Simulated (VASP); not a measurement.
Runs of VASP 6.6.1 on Ru. The structure is that of space group P6_3/mmc (No. 194), or close to it. The cells are those of the table. 

| level | potentials or basis | cell | k mesh | cutoff (eV) | smearing | grid for exact exchange (PRECFOCK) | share of exact exchange | gap on the mesh (eV) | pressure (GPa) |
| --- | --- | --- | --- | --- | --- | --- | --- | --- | --- |
| r2SCAN+rVV10 | VASP PAW PBE potentials, release 64 (Ru_sv) | a = 2.669, b = 2.669, c = 4.224 Å, angles 90.0, 90.0, 120.0°, 2 atoms | 11 × 11 × 6 | 620 | fermi-dirac 0.05 eV | - | - | none | (b) |
| r2SCAN | VASP PAW PBE potentials, release 64 (Ru_sv) | a = 2.706, b = 2.706, c = 4.282 Å, angles 90.0, 90.0, 120.0°, 2 atoms | 9 × 9 × 5 | 620 | gaussian 0.1 eV | - | - | none | -2.2 |
| r2SCAN+D4 | VASP PAW PBE potentials, release 64 (Ru_sv) | a = 2.697, b = 2.697, c = 4.261 Å, angles 90.0, 90.0, 120.0°, 2 atoms | 11 × 11 × 6 | 620 | fermi-dirac 0.05 eV | - | - | none | 0.1 |
| B3LYP5 | VASP PAW PBE potentials, release 64 (Ru_pv) | a = 2.724, b = 2.724, c = 4.310 Å, angles 90.0, 90.0, 120.0°, 2 atoms | 6 × 6 × 3 | 520 | fermi-dirac 0.05 eV | Normal | 0.2 | none | 0.7 |
| r2SCAN+rVV10 | VASP PAW PBE potentials, release 64 (Ru_sv) | a = 2.695, b = 2.695, c = 4.258 Å, angles 90.0, 90.0, 120.0°, 2 atoms | 11 × 11 × 6 | 620 | fermi-dirac 0.05 eV | - | - | none | (a) |

Alike in all rows: task single point; no spin polarisation.

Estimate the missing entries.

(a) 0.5; (b) 10.6.

Caveats: some runs use coarse meshes; the PAW data sets were made with another functional, which shifts forces and pressure a little; the cell stands under pressure (at least some runs).

A k mesh can miss the band edges, and the runs leave out spin-orbit coupling on Ru.

A gap of «none» marks levels without a gap at the run's occupations.

The runs don't all hold the same shells in valence.
